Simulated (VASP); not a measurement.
**Ge: single point with PBE**

Crystal: Ge.

```
CELL_PARAMETERS angstrom
0.00000 2.97680 2.48146
2.97680 0.00000 2.48146
2.97680 2.97680 0.00000
ATOMIC_POSITIONS crystal
Ge 0.50000 0.50000 0.50000
Ge 0.75000 0.75000 0.75000
```

This cell differs from its parent crystal: volume 21.989 Å^3 an atom, c/a of the conventional cell 0.8336.

- Program: VASP 6.6.1
- Task: single point
- Functional: PBE
- Potentials or basis: VASP PAW PBE potentials, release 64 (Ge_d)
- Cutoff: 520 eV
- k mesh: 14 × 14 × 14
- Occupations: gaussian, width 0.15 eV
- Spin: no spin polarisation
- Dipole correction: no
- Further INCAR settings: ALGO = Normal; EDIFF = 1e-07; NBANDS = 21

```json
{"Pressure": "5.2 GPa", "Band gap on the k mesh": "zero (band 14 reaches 5.65 eV, above the bottom of band 15 at 4.72 eV)"}
```

Stress tensor (GPa, compression positive):
```
 2.84  0.00  0.00
 0.00  2.84  0.00
 0.00  0.00 10.00
```

Levels at points of the mesh, in eV from the Fermi level:
```
           k point  band 10  band 11  band 12  band 13  band 14  band 15  band 16  band 17  band 18  band 19
(0.00, 0.00, 0.00)   -24.48   -12.85    -0.30    -0.30     0.15     0.89     2.24     3.15     3.15     6.68
(0.50, 0.00, 0.00)   -24.46   -10.66    -7.60    -2.04    -0.66    -0.12     3.30     4.91     7.70     9.75
(0.50, 0.50, 0.00)   -24.52    -8.28    -8.28    -3.84    -3.84    -0.03    -0.03     9.84     9.84    12.01
(0.50, 0.00, 0.50)   -24.46    -9.15    -9.15    -2.50    -2.50     1.38     1.38     8.48     8.48    10.30
```

Wall time 110 s on 1 thread of Intel(R) Xeon(R) 6975P-C (Granite Rapids), on a shared host, peak memory 0.3 GiB.
